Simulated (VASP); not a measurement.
Crystal: Cu4Mo.

```
CELL_PARAMETERS angstrom
3.50207 0.00000 0.00000
-1.75103 3.03288 0.00000
0.00000 0.00000 6.56548
ATOMIC_POSITIONS crystal
Cu 0.33333 0.66667 0.67017
Cu 0.33333 0.66667 0.32983
Cu 0.66667 0.33333 0.32983
Cu 0.66667 0.33333 0.67017
Mo 0.00000 0.00000 0.50000
```

* Program: VASP 6.6.1
* Task: relaxation of cell and atoms
* Functional: PBE
* Potentials or basis: VASP PAW PBE potentials, release 64 (Cu, Mo_sv)
* Cutoff: 600 eV
* k mesh: 6 × 6 × 4
* Occupations: gaussian, width 0.1 eV
* Spin: no spin polarisation

At the start: pressure 106.2 GPa; volume 13.95 Å³/atom.

Problem. Where does the relaxation end?

Solution. Over 36 steps the energy falls by 2070.6 meV/atom and the volume is 14.44 Å³/atom (+3.5 %); space group P6/mmm (No. 191, to 0.05 Å).

Step by step:
| step | energy change (eV) | largest force (eV/Å) | pressure (GPa) | volume (Å³) |
| --- | --- | --- | --- | --- |
| 1 | 0.0000 | 5.7447 | 106.23 | 69.73 |
| 2 | 0.5485 | 1.0439 | -13.24 | 207.61 |
| 3 | -8.3887 | 0.7485 | -8.85 | 112.52 |
| 4 | -8.6712 | 0.5312 | -5.67 | 107.07 |
| 5 | -8.7973 | 0.1317 | 0.63 | 99.93 |
| 6 | -8.8007 | 0.2028 | -0.45 | 101.01 |
| 7 | -8.8431 | 0.1200 | -0.62 | 100.47 |
| 8 | -8.8861 | 0.1089 | -0.69 | 99.33 |
| 9 | -8.8868 | 0.1640 | -0.61 | 99.12 |
| 10 | -8.8869 | 0.1479 | -0.64 | 99.18 |
| 11 | -8.8960 | 0.2294 | 0.18 | 97.67 |
| 12 | -8.9019 | 0.3500 | 1.47 | 95.58 |
| 13 | -8.9044 | 0.3546 | 1.46 | 95.40 |
| 14 | -8.9089 | 0.3619 | 1.34 | 95.07 |
| 15 | -8.9183 | 0.3778 | 1.33 | 94.43 |
| 16 | -8.9389 | 0.4147 | 1.61 | 93.13 |
| 17 | -8.9882 | 0.4996 | 1.82 | 90.55 |
| 18 | -9.1258 | 0.7308 | 2.75 | 85.40 |
| 19 | -9.6495 | 1.5154 | 5.33 | 75.20 |
| 20 | -3.6277 | 10.4546 | 86.10 | 55.12 |
| 21 | -9.0706 | 2.8494 | 13.46 | 73.96 |
| 22 | -9.2497 | 3.2561 | 25.77 | 64.49 |
| 23 | -9.1834 | 3.0960 | 27.89 | 63.64 |
| 24 | -9.6868 | 2.1150 | 18.44 | 65.79 |
| 25 | -10.2885 | 0.2272 | -0.69 | 72.52 |
| 26 | -10.2909 | 0.1543 | -1.50 | 72.93 |
| 27 | -10.2910 | 0.1213 | -1.92 | 73.12 |
| 28 | -10.3098 | 0.1127 | -1.45 | 72.91 |
| 29 | -10.3452 | 0.1025 | -0.24 | 72.25 |
| 30 | -10.3204 | 0.1307 | 2.99 | 70.90 |
| 31 | -10.3513 | 0.1021 | 0.56 | 71.84 |
| 32 | -10.3513 | 0.1028 | 0.76 | 71.81 |
| 33 | -10.3526 | 0.0636 | 0.21 | 72.01 |
| 34 | -10.3529 | 0.0454 | 0.08 | 72.10 |
| 35 | -10.3529 | 0.0098 | -0.36 | 72.29 |
| 36 | -10.3530 | 0.0287 | 0.01 | 72.19 |

Final structure:
```
CELL_PARAMETERS angstrom
4.15546 0.00000 0.00000
-2.07773 3.59874 0.00000
0.00000 0.00000 4.82708
ATOMIC_POSITIONS crystal
Cu 0.33333 0.66667 0.75642
Cu 0.33333 0.66667 0.24358
Cu 0.66667 0.33333 0.24358
Cu 0.66667 0.33333 0.75642
Mo 0.00000 0.00000 0.50000
```
